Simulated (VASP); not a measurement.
Ti2O: single point with PBEsol

Ti2O:

```
CELL_PARAMETERS angstrom
2.89389 0.00000 0.00000
-1.44695 2.50618 0.00000
0.00000 0.00000 4.79121
ATOMIC_POSITIONS crystal
Ti 0.66667 0.33333 0.26653
Ti 0.33333 0.66667 0.73347
O 0.00000 0.00000 0.00000
```

This cell differs from its parent crystal: biaxial strain in the a-b plane: -2.0 %, then relaxed in part.

```
Program                : VASP 6.6.1
Task                   : single point
Functional             : PBEsol
Potentials or basis    : VASP PAW PBE potentials, release 64 (Ti_sv, O_h)
Cutoff                 : 910 eV
k mesh                 : 24 × 24 × 12
Occupations            : gaussian, width 0.1 eV
Spin                   : no spin polarisation
Dipole correction      : no
Further INCAR settings : ALGO = Normal; EDIFF = 1e-06; NBANDS = 22
```

| Property | Result |
| --- | --- |
| Pressure | 5.4 GPa |
| Largest force | 0.050 eV/Å |
| Band gap on the k mesh | zero (bands 15 and 16 overlap by 0.91 eV) |

Forces in eV/Å, atoms in the order of the input:
```
Ti   0.000  0.000  0.050
Ti   0.000  0.000 -0.050
O    0.000  0.000  0.000
```

Stress tensor (GPa, compression positive):
```
7.95 0.00 0.00
0.00 7.95 0.00
0.00 0.00 0.25
```

Levels at points of the mesh, in eV from the Fermi level:
```tsv
k point	band 11	band 12	band 13	band 14	band 15	band 16	band 17	band 18	band 19	band 20
(0.00, 0.00, 0.00)	-6.15	-6.15	-3.71	-0.14	0.07	0.60	0.60	1.19	1.19	1.27
(0.50, 0.00, 0.00)	-7.22	-6.63	-2.77	-1.27	-0.41	1.08	1.99	2.97	3.04	3.22
(0.00, 0.00, 0.50)	-6.21	-6.21	-1.84	-1.83	0.19	0.19	1.20	2.00	2.00	2.26
(0.50, 0.00, 0.50)	-7.24	-6.55	-1.75	-1.26	-0.55	-0.34	1.15	2.97	3.20	3.21
```

Wall time 7.7 min on 1 thread of AMD EPYC 9R45 96-Core Processor (Zen 5), on a shared host, peak memory 0.97 GiB.

Caveat: the cell differs from its parent crystal (biaxial strain in the a-b plane: -2.0 %, then relaxed in part); the cutoff is under 1.25 times the usual one of these potentials, so pressure, stress and relaxed cells hold a basis-set (Pulay) error; the cell stands under pressure; the PAW data sets were made with another functional, which shifts forces and pressure a little.
